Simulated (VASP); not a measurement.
Here is a VASP 6.6.1 calculation.

The input INCAR:

```
SYSTEM = Si
ALGO     = Normal         ! electronic algorithm
EDIFF    = 1E-7           ! SCF threshold, eV
ENCUT    = 520            ! plane-wave cutoff, eV
GGA      = PE             ! functional
ISIF     = 2              ! what is computed and relaxed
ISMEAR   = 0              ! smearing method
LASPH    = .TRUE.         ! aspherical terms in the spheres
LCHARG   = .FALSE.        ! write CHGCAR
LREAL    = .FALSE.        ! projectors in reciprocal space
LWAVE    = .FALSE.        ! write WAVECAR
NBANDS   = 11             ! bands
NELM     = 100            ! most SCF steps
PREC     = Accurate       ! precision mode
SIGMA    = 0.05           ! smearing width, eV
```

The input KPOINTS:

```
k-points
0
G
  12 12 12
  0 0 0
```

File POSCAR:

```
Si
1.0
    0.0000000000      2.7135600000      2.7135600000
    2.7135600000      0.0000000000      2.7135600000
    2.7135600000      2.7135600000      0.0000000000
Si
2
Direct
    0.2500000000      0.2500000000      0.2500000000
    0.0000000000      0.0000000000      0.0000000000
```

Potentials or basis: VASP PAW PBE potentials, release 64 (Si).

Run with:

```console
$ cat potpaw_PBE.64/Si/POTCAR > POTCAR
$ mpirun -np 1 vasp_std > vasp.out
```

Problem. Estimate the pressure.

Solution. 2.1 GPa.

Problem. What does it give for the band gap on the k mesh?

Solution. 0.57 eV, indirect (least direct gap 2.57 eV).

A k mesh can miss the band edges. A hybrid or GW would open this gap; PBE tends to underestimate it.
